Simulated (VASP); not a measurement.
**Be3Bi2: single point with PBE**

Be3Bi2:

```xyz
5
Lattice="4.2616 0.0000 0.0000 -2.1308 3.6906 0.0000 0.0000 0.0000 5.1453" Properties=species:S:1:pos:R:3 pbc="T T T"
Be    0.0000    2.4604    2.5727
Be    2.1308    1.2302    2.5727
Be    0.0000    0.0000    2.5727
Bi    0.0000    2.4604    0.0000
Bi    2.1308    1.2302    0.0000
```

The cell was generated, and may not be a known phase.

```yaml
Program: VASP 6.6.1
Task: single point
Functional: PBE
Potentials_or_basis: VASP PAW PBE potentials, release 64 (Be, Bi_d)
Cutoff: 520 eV
k_mesh: 6 × 6 × 4
Occupations: gaussian, width 0.1 eV
Spin: no spin polarisation
```

```
Pressure               : 43.8 GPa
Band gap on the k mesh : zero (bands 18 and 19 overlap by 2.55 eV)
```

Stress tensor (GPa, compression positive):
```
57.42  0.00  0.00
 0.00 57.42  0.00
 0.00  0.00 16.63
```

Levels at points of the mesh, in eV from the Fermi level:
```tsv
k point	band 16	band 17	band 18	band 19	band 20	band 21
(0.00, 0.00, 0.00)	-3.54	-0.10	-0.10	0.98	1.76	1.76
(0.50, 0.00, 0.00)	-3.60	-2.71	-1.73	-0.75	1.99	3.67
(0.00, 0.00, 0.50)	0.00	0.33	0.64	0.64	0.78	0.78
(0.50, 0.00, 0.50)	-2.30	-1.86	-0.65	1.82	2.85	2.92
```

Wall time 17 s on 1 thread of AMD EPYC 9R45 (Zen 5) (shared host), peak memory 0.17 GiB.

Caveat: the stress differs along the axes, from 17 to 57 GPa; spin-orbit coupling is left out, which moves the levels of the heavy elements.
